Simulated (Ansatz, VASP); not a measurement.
# Two plane-wave programs on Sb

INCAR

```
PREC = Accurate
ENCUT = 600
EDIFF = 1E-6
ISMEAR = 0
SIGMA = 0.1
LREAL = F
LASPH = T
NELM = 100
ALGO = Fast
ISIF = 3
LWAVE = F
LCHARG = F
GGA = PE
IBRION = 2
NSW = 80
EDIFFG = -0.01
```

Contents of KPOINTS:

```
Automatic mesh
0
Gamma
  16 16 16
```

The input POSCAR:

```
Sb
1.0
   -1.8964368467      1.8964368467      1.8964368467
    1.8964368467     -1.8964368467      1.8964368467
    1.8964368467      1.8964368467     -1.8964368467
Sb
1
Direct
    0.0000000000      0.0000000000      0.0000000000
```

Input for Ansatz:

```yaml
crystal:
  lattice:
    - [-1.8964368467, 1.8964368467, 1.8964368467]
    - [1.8964368467, -1.8964368467, 1.8964368467]
    - [1.8964368467, 1.8964368467, -1.8964368467]
  atoms:
    - { symbol: Sb, position: [0.0, 0.0, 0.0] }
basis:
  ecutwfc: 420
kpoints:
  mp_grid: { grid: [16, 16, 16] }
hamiltonian:
  xc: pbe
scf:
  occupations: { method: gaussian, width: 0.1 }
output:
  forces: true
  stress: true
  eigenvalues: true
  write_density: true
  write_potential: true
  elf: true
  volumetric_format: npy
relax:
  adjacent_minimum: "off"
  f_tol: 0.01
  max_steps: 60
  cell: { stress_tol: 0.1 }
```

Alike in both runs: task relaxation of cell and atoms; functional PBE; k mesh 16 × 16 × 16; occupations gaussian, width 0.1 eV; no spin polarisation.

|  | VASP | Ansatz |
| --- | --- | --- |
| version | VASP 6.6.1 | Ansatz 0.2.0 |
| potentials or method | VASP PAW PBE potentials, release 64 (Sb), cutoff 600 eV | scalar-relativistic, plane waves, PAW |
| valence electrons in the cell | 5 | 15 |

|  | VASP | Ansatz | Ansatz less VASP |
| --- | --- | --- | --- |
| gap on the k mesh at the Fermi level, each at its own relaxed structure (eV) | none | none | - |
| relaxed volume (Å³/atom) | 27.20 | 27.28 | +0.078 |
| relaxed length of the cell vector where the two differ most in proportion (Å) | 3.282 | 3.285 | +0.0031 |

A gap of «none» marks a metal or a gap that the smearing closes. VASP's potentials hold 5 valence electrons a cell and Ansatz's 15, so a difference there can come from the potentials and not from the codes.

Spin-orbit coupling is off throughout.
